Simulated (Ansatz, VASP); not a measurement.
One calculation of LiH, two programs

The input INCAR:

```
ALGO = Normal
EDIFF = 1E-6
ENCUT = 520
GGA = PE
ISIF = 2
ISMEAR = 0
LASPH = True
LCHARG = False
LREAL = False
LWAVE = False
NBANDS = 9
NELM = 80
PREC = Accurate
SIGMA = 0.01
```

KPOINTS

```
k-points
0
Gamma
  8 8 8
```

Contents of POSCAR:

```
LiH
1.0
    0.0000000000      1.9984726927      1.9984726927
    1.9984726927      0.0000000000      1.9984726927
    1.9984726927      1.9984726927      0.0000000000
Li H
1 1
Direct
    0.0000000000      0.0000000000      0.0000000000
    0.5000000000      0.5000000000      0.5000000000
```

Input for Ansatz:

```yaml
crystal:
  lattice:
    - [0.0, 1.9984726927, 1.9984726927]
    - [1.9984726927, 0.0, 1.9984726927]
    - [1.9984726927, 1.9984726927, 0.0]
  atoms:
    - { symbol: Li, position: [0.0, 0.0, 0.0] }
    - { symbol: H, position: [0.5, 0.5, 0.5] }
kpoints:
  mp_grid: { grid: [8, 8, 8] }
hamiltonian:
  xc: pbe
scf:
  occupations: { method: fixed }
  n_extra_bands: 4
output:
  forces: true
  stress: true
  eigenvalues: true
basis:
  xc_grid: 1
```

Alike in both runs: task single point; functional PBE; k mesh 8 × 8 × 8; no spin polarisation.

|  | VASP | Ansatz |
| --- | --- | --- |
| version | VASP 6.6.1 | Ansatz 0.2.0 |
| potentials or method | VASP PAW PBE potentials, release 64 (Li_sv, H) | plane waves |
| plane-wave cutoff (eV) | 520 | 420 |
| occupations | gaussian, width 0.01 eV | fixed |
| valence electrons in the cell | 4 | 4 |

Ansatz gave:

| Quantity | Value |
| --- | --- |
| gap on the k mesh at the Fermi level (eV) | 2.98 |

Question: Estimate VASP's values.

Answer: gap on the k mesh at the Fermi level (eV): 2.97.

Noted on VASP's run: the cutoff is short for stress, so the pressure is rough.
